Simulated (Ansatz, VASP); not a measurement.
## One calculation of Cs2Mg, two programs

```
CELL_PARAMETERS angstrom
0.00000 3.77110 3.77110
3.77110 0.00000 3.77110
3.77110 3.77110 0.00000
ATOMIC_POSITIONS crystal
Cs 0.25000 0.25000 0.25000
Cs 0.75000 0.75000 0.75000
Mg 0.00000 0.00000 0.00000
```

Alike in both runs: task single point; functional PBE; k mesh 4 × 4 × 4; occupations gaussian, width 0.1 eV; no spin polarisation.

|  | VASP | Ansatz |
| --- | --- | --- |
| version | VASP 6.6.1 | Ansatz 0.2.0 |
| potentials or method | VASP PAW PBE potentials, release 64 (Cs_sv, Mg), cutoff 520 eV | scalar-relativistic, plane waves, PAW |
| valence electrons in the cell | 20 | 28 |

VASP gave:

| Property | Result |
| --- | --- |
| gap on the k mesh at the Fermi level (eV) | none |
| pressure (GPa) | 11.1 |

Task: What did Ansatz give for the same quantities?

Result: gap on the k mesh at the Fermi level (eV): none; pressure (GPa): 11.0.

A gap of «none» marks a metal or a gap that the smearing closes. VASP's potentials hold 20 valence electrons a cell and Ansatz's 28, so a difference there can come from the potentials and not from the codes.

The k mesh is coarse, so the values compare programs but aren't converged. Neither program's run includes spin-orbit coupling.
